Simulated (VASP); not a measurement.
# V (C2/c) in VASP: further runs, part 2 of 2

VASP 6.6.1. The steps go on from the part before.

### 3 Single point, BLYP (12.93 Å³/atom)

This run uses another cell than the first one, of 12.93 Å³/atom.

Input file INCAR:

```
SYSTEM = V
AGGAC = 1.0
AGGAX = 1.0
ALDAC = 0.0
ALDAX = 1.0
ALGO = Normal
EDIFF = 1E-6
ENCUT = 520
GGA = B5
ISIF = 2
ISMEAR = -1
LASPH = .True.
LCHARG = .True.
LELF = .True.
LREAL = .False.
LVHAR = .True.
LWAVE = .False.
NBANDS = 20
NELM = 80
PREC = Accurate
SIGMA = 0.1
```

Input file KPOINTS:

```
k-points
0
Gamma
  16 16 14
  0 0 0
```

Input file POSCAR:

```
V
1.0
   -3.1111266108      3.1103898503      1.1965154409
    3.1103898503     -3.1111266108      1.1965154409
    1.7374046460      1.7374046460     -1.1978648190
V
2
Direct
    0.0000005475      0.9999994525      1.0000000000
    0.7499994525      0.2500005475      0.5000000000
```

Potentials or basis: VASP PAW PBE potentials, release 64 (V_sv).

Run with:

```bash
$ cat potpaw_PBE.64/V_sv/POTCAR > POTCAR
$ mpirun -np 1 vasp_std > vasp.out
```

Wall time 14 min (1 thread of Oxide Virtual Turin-like, shared host); peak memory 0.45 GiB.

Results (log left out):

* Free energy: -15.4458 eV
* Pressure: 16.4 GPa
* Band gap on the k mesh: zero (bands 13 and 14 overlap by 2.47 eV)

Forces in eV/Å, atoms in the order of the input:
```
V    0.002 -0.002  0.000
V   -0.002  0.002  0.000
```

Stress tensor (GPa, compression positive):
```
16.14 -0.05  0.02
-0.05 16.14  0.02
 0.02  0.02 16.90
```

Levels at points of the mesh, in eV from the Fermi level:
```csv
k point,band 9,band 10,band 11,band 12,band 13,band 14,band 15,band 16,band 17,band 18
"(0.00, 0.00, 0.00)",-6.62,-3.36,-0.88,-0.86,0.64,0.65,1.02,1.88,1.89,2.88
"(0.50, 0.00, 0.00)",-3.14,-3.03,-2.42,-0.52,0.34,1.08,2.07,2.53,3.33,3.72
"(0.50, 0.50, 0.00)",-4.62,-4.61,-0.86,-0.86,-0.46,-0.46,1.62,1.62,2.04,2.04
"(0.00, 0.00, 0.50)",-2.61,-2.61,-1.59,-1.59,-1.03,-1.03,2.84,2.84,3.64,3.64
"(0.50, 0.00, 0.50)",-3.14,-3.03,-2.42,-0.52,0.35,1.08,2.07,2.54,3.32,3.71
"(0.50, 0.50, 0.50)",-3.45,-3.45,-1.85,-1.85,1.41,1.41,2.59,2.59,3.54,3.54
```

Caveat: the cell stands under pressure; the PAW data sets were made with another functional, which shifts forces and pressure a little.

### 4 Single point, BLYP (14.06 Å³/atom)

INCAR is that of step 3.

KPOINTS is that of step 3.

Input file POSCAR:

```
V
1.0
   -3.1988097405      3.1980522153      1.2302377003
    3.1980522153     -3.1988097405      1.2302377003
    1.7863711767      1.7863711767     -1.2316251089
V
2
Direct
    0.0000005475      0.9999994525      1.0000000000
    0.7499994525      0.2500005475      0.5000000000
```

Potentials or basis: VASP PAW PBE potentials, release 64 (V_sv).

Run with:

```bash
$ cat potpaw_PBE.64/V_sv/POTCAR > POTCAR
$ mpirun -np 1 vasp_std > vasp.out
```

OUTCAR:

```text
SYSTEM = V
   EDIFF = 1E-6
   ENCUT = 520
   GGA = B5
   ISIF = 2
   ISMEAR = -1
   LASPH = .True.
   LREAL = .False.
   NELM = 80
   PREC = Accurate

 ion  position               nearest neighbor table
   1  0.000  1.000  0.000-   2 2.66   2 2.66   2 2.66   2 2.66
   2  0.750  0.250  0.500-   1 2.66   1 2.66   1 2.66   1 2.66

  Warning from LATTYP: Got some problem with cell dimensions!
  Tried to take original basis but could not verify dimensions!
  LATTYP: Found a base centered monoclinic cell.
 ALAT       =     2.4604756338
 B/A-ratio  =     3.6767398995
 C/A-ratio  =     1.1413904738
[... 745 lines left out ...]

  FORCE on cell =-STRESS in cart. coord.  units (eV):
  Direction    XX          YY          ZZ          XY          YZ          ZX
  --------------------------------------------------------------------------------------
  -------------------------------------------------------------------------------------
  Total        0.0171980      0.0171980      0.0735517     -0.0414227      0.0040079      0.0040078
  in kB        0.9802175      0.9802175      4.1921583     -2.3609326      0.2284337      0.2284268
  external PRESSURE =       2.0508644 kB  Pullay stress =       0.0000000 kB

 VOLUME and BASIS-vectors are now :
 -----------------------------------------------------------------------------
  energy-cutoff  :      520.00
  volume of cell :       28.11
      direct lattice vectors                 reciprocal lattice vectors
    -3.198809741  3.198052215  1.230237700     0.061972768  0.218299418  0.406511812
     3.198052215 -3.198809741  1.230237700     0.218299418  0.061972768  0.406511812
     1.786371177  1.786371177 -1.231625109     0.279956463  0.279956463  0.000172385

 POSITION                                       TOTAL-FORCE (eV/Angst)
 -----------------------------------------------------------------------------------
      3.19805     -3.19881      1.23024         0.001265     -0.001265      0.000000
     -0.70641      2.49202      0.61443        -0.001265      0.001265     -0.000000
 -----------------------------------------------------------------------------------
    total drift:                                0.000000      0.000000      0.000000

  FREE ENERGIE OF THE ION-ELECTRON SYSTEM (eV)
  ---------------------------------------------------
  free  energy   TOTEN  =       -15.5566408137 eV

  energy  without entropy=      -15.4634450826  energy(sigma->0) =      -15.51004295
```

stdout:

```text
POSCAR found type information on POSCAR V
 POSCAR found :  1 types and       2 ions
 scaLAPACK will be used
 -----------------------------------------------------------------------------
|                                                                             |
|                                                                             |
|     You enforced a specific xc type in the INCAR file but a different       |
|     I HOPE YOU KNOW WHAT YOU ARE DOING!                                     |
|                                                                             |
 -----------------------------------------------------------------------------

 LDA part: xc-table for (Slater(with rela. corr.)+VWN5), standard interpolation
 POSCAR, INCAR and KPOINTS ok, starting setup
 FFT: planning ... GRIDC
 FFT: planning ... GRID_SOFT
 FFT: planning ... GRID
 WAVECAR not read
 entering main loop
```

Run time: 12 min. Hardware: 1 thread of Oxide Virtual Turin-like, shared host; peak memory 0.5 GiB.

What came out:

| Property | Result |
| --- | --- |
| Free energy | -15.5566 eV |
| Pressure | 0.2 GPa |
| Band gap on the k mesh | zero (bands 13 and 14 overlap by 2.15 eV) |

Stress tensor (GPa, compression positive):
```
 0.10 -0.24  0.02
-0.24  0.10  0.02
 0.02  0.02  0.42
```

Caveat: the PAW data sets were made with another functional, which shifts forces and pressure a little.

### 5 Single point, BLYP (14.62 Å³/atom)

This run uses another cell than the first one, of 14.62 Å³/atom.

Input file INCAR:

```
SYSTEM = V
PREC = Accurate ; ENCUT = 520
EDIFF = 1E-6 ; ISMEAR = -1
SIGMA = 0.1 ; LREAL = .FALSE.
LASPH = .TRUE. ; NELM = 60
ALGO = Normal ; ISIF = 2
LWAVE = .FALSE. ; LCHARG = .FALSE.
GGA = B5 ; ALDAX = 1.0
AGGAX = 1.0 ; AGGAC = 1.0
ALDAC = 0.0 ; NBANDS = 20
```

Input file KPOINTS:

```
Automatic mesh
0
G
  16 16 14
  0 0 0
```

Input file POSCAR:

```
V
1.0
   -3.2409041696      3.2401366759      1.2464268950
    3.2401366759     -3.2409041696      1.2464268950
    1.8098787564      1.8098787564     -1.2478325611
V
2
Direct
    0.0000005475      0.9999994525      1.0000000000
    0.7499994525      0.2500005475      0.5000000000
```

Run with:

```bash
$ cat potpaw_PBE.64/V_sv/POTCAR > POTCAR
$ mpirun -np 1 vasp_std > vasp.out
```

It took 11 min on 1 thread of Oxide Virtual Turin-like, shared host; peak memory 0.5 GiB.

The run converged. Its results:

* Free energy: -15.5378 eV
* Pressure: -5.6 GPa
* Band gap on the k mesh: zero (bands 13 and 14 overlap by 2.03 eV)

Stress tensor (GPa, compression positive):
```
-5.70 -0.30  0.02
-0.30 -5.70  0.02
 0.02  0.02 -5.52
```

Levels at points of the mesh, in eV from the Fermi level:
```
           k point  band 9  band 10  band 11  band 12  band 13  band 14  band 15  band 16  band 17  band 18
(0.00, 0.00, 0.00)   -6.34    -3.00    -0.73    -0.71     0.59     0.60     0.73     1.67     1.67     2.50
(0.50, 0.00, 0.00)   -2.64    -2.62    -1.99    -0.42     0.35     0.84     1.78     2.19     2.85     3.18
(0.50, 0.50, 0.00)   -4.48    -4.48    -0.74    -0.73    -0.34    -0.34     1.41     1.41     1.79     1.79
(0.00, 0.00, 0.50)   -2.37    -2.37    -1.34    -1.34    -0.97    -0.97     2.47     2.47     3.13     3.13
(0.50, 0.00, 0.50)   -2.64    -2.62    -1.99    -0.42     0.35     0.83     1.77     2.20     2.84     3.17
(0.50, 0.50, 0.50)   -3.04    -3.04    -1.55    -1.55     1.06     1.06     2.26     2.26     3.02     3.02
```

Caveat: the cell stands under tension; the PAW data sets were made with another functional, which shifts forces and pressure a little.

### 6 Overview

```tsv
cell	k mesh	gap on the mesh (eV)	pressure (GPa)
a = 4.688, b = 4.688, c = 2.811 Å, angles 96.6, 96.6, 149.6°, 2 atoms	14 × 14 × 9	none	0.3
a = 4.559, b = 4.559, c = 2.734 Å, angles 96.6, 96.6, 149.6°, 2 atoms	16 × 16 × 14	none	16.4
a = 4.688, b = 4.688, c = 2.811 Å, angles 96.6, 96.6, 149.6°, 2 atoms	16 × 16 × 14	none	0.2
a = 4.749, b = 4.749, c = 2.848 Å, angles 96.6, 96.6, 149.6°, 2 atoms	16 × 16 × 14	none	-5.6
```

Alike in all rows: task single point; level BLYP; potentials or basis VASP PAW PBE potentials, release 64 (V_sv); no spin polarisation; cutoff (eV) 520; smearing fermi-dirac 0.1 eV.

Caveats: the PAW data sets were made with another functional, which shifts forces and pressure a little; the cell stands under pressure (at least some runs); the cell stands under tension (at least some runs).

Absolute energies hang on the potentials; compare differences alone.
